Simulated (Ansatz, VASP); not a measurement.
## One calculation of RbCdCO3F, two programs

```
Rb Cd C O F
1.0
     5.07677    0.00000    0.00000
    -2.53838    4.39661    0.00000
     0.00000    0.00000    4.54341
Rb Cd C O F
1 1 1 3 1
Direct
  0.00000 0.00000 0.00000
  0.66667 0.33333 0.50000
  0.33333 0.66667 0.50000
  0.18704 0.37408 0.50000
  0.18704 0.81296 0.50000
  0.62592 0.81296 0.50000
  0.66667 0.33333 0.00000
```

Alike in both runs: functional PBEsol; k mesh 6 × 6 × 6; occupations gaussian, width 0.02 eV; no spin polarisation.

Ansatz relaxed the structure, and its values are those at the end. VASP's run is a single point on that final structure, the one shown.

```csv
,VASP,Ansatz
version,VASP 6.6.1,Ansatz 0.2.0
potentials or method,"VASP PAW PBE potentials, release 64 (Rb_sv, Cd, C, O, F), cutoff 520 eV","scalar-relativistic, plane waves, PAW"
valence electrons in the cell,50,58
```

Ansatz gave:

| Item | Value |
| --- | --- |
| gap on the k mesh at the Fermi level (eV) | 1.70 |
| least direct gap on the mesh (eV) | 1.71 |
| pressure (GPa) | 0.0 |
| rms of the force components (eV/Å) | 0.000 |

Problem. Estimate VASP's values.

Solution. gap on the k mesh at the Fermi level (eV): 1.68; least direct gap on the mesh (eV): 1.68; pressure (GPa): 0.9; rms of the force components (eV/Å): 0.115.

VASP's potentials were made for PBE, not for PBEsol. One of these differences is far larger than is usual between the two programs; its cause wasn't traced. The functional is the same, so the differences come from potentials, cutoffs and numerics. VASP's potentials hold 50 valence electrons a cell and Ansatz's 58, so a difference there can come from the potentials and not from the codes.
